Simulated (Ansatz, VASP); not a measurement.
Au in VASP and in Ansatz

Contents of POSCAR:

```
Au
1.0
    1.4199310031     -2.5507036497      0.0000000000
    1.4199310031      2.5507036497      0.0000000000
    0.0000000000      0.0000000000      4.8568390332
Au
2
Direct
    0.6641465052      0.3358534948      0.2500000000
    0.3358534948      0.6641465052      0.7500000000
```

File INCAR.step1:

```
SYSTEM = Au
PREC = Accurate
ENCUT = 520
ISMEAR = 0
SIGMA = 0.1
LREAL = .FALSE.
LASPH = .TRUE.
NELM = 80
NBANDS = 18
GGA = PE
ALGO = Normal
EDIFF = 1E-4
LWAVE = .TRUE.
LCHARG = .FALSE.
```

Contents of INCAR.step2:

```
SYSTEM = Au
PREC = Accurate
ENCUT = 520
EDIFF = 1E-6
ISMEAR = 0
SIGMA = 0.1
LREAL = .FALSE.
LASPH = .TRUE.
NELM = 80
ALGO = Normal
ISIF = 2
LWAVE = .FALSE.
LCHARG = .TRUE.
METAGGA = R2SCAN
LMIXTAU = .TRUE.
LELF = .TRUE.
LVHAR = .TRUE.
NBANDS = 18
ISTART = 1
```

KPOINTS

```
Automatic mesh
0
G
  16 16 10
  0 0 0
```

Input for Ansatz:

```yaml
crystal:
  lattice:
    - [1.4199310031, -2.5507036497, 0.0]
    - [1.4199310031, 2.5507036497, 0.0]
    - [0.0, 0.0, 4.8568390332]
  atoms:
    - { symbol: Au, position: [0.6641465052, 0.3358534948, 0.25] }
    - { symbol: Au, position: [0.3358534948, 0.6641465052, 0.75] }
basis:
  ecutwfc: 500
kpoints:
  mp_grid: { grid: [16, 16, 10] }
  band_path:
    path:
      - [[0.0, 0.0, 0.0], [-0.5, 0.5, 0.0], [-0.32747373, 0.67252627, 0.0]]
      - [[0.32747373, 0.32747373, 0.0], [0.0, 0.0, 0.0], [0.0, 0.0, 0.5], [0.32747373, 0.32747373, 0.5]]
      - [[-0.32747373, 0.67252627, 0.5], [-0.5, 0.5, 0.5], [-0.5, 0.5, 0.0]]
      - [[0.0, 0.0, 0.0], [0.0, 0.5, 0.0], [0.0, 0.5, 0.5], [0.0, 0.0, 0.5], [-0.5, 0.5, 0.5]]
    npoints: 14
hamiltonian:
  xc: r2scan
scf:
  occupations: { method: gaussian, width: 0.1 }
  n_extra_bands: 6
output:
  forces: true
  stress: true
  eigenvalues: true
  populations: true
  dos: { projected: true, de: 0.02, nscf_kmesh: { grid: [24, 24, 15] } }
  bader: true
  write_density: true
  write_potential: true
  elf: true
  volumetric_format: npy
```

Alike in both runs: task single point; functional r2SCAN; k mesh 16 × 16 × 10; occupations gaussian, width 0.1 eV; no spin polarisation.

|  | VASP | Ansatz |
| --- | --- | --- |
| version | VASP 6.6.1 | Ansatz 0.2.0 |
| potentials or method | VASP PAW PBE potentials, release 64 (Au), cutoff 520 eV | scalar-relativistic, plane waves, PAW |
| valence electrons in the cell | 22 | 38 |

```tsv
	VASP	Ansatz	Ansatz less VASP
gap on the k mesh at the Fermi level (eV)	none	none	-
pressure (GPa)	0.3	0.0	-0.26
traceless stress, the component that is largest in VASP (GPa)	-0.07	-0.03	+0.035
```

VASP's potentials were made for PBE, not for r2SCAN. A gap of «none» marks a metal or a gap that the smearing closes. VASP's potentials hold 22 valence electrons a cell and Ansatz's 38, so a difference there can come from the potentials and not from the codes.

Neither program's run includes spin-orbit coupling.
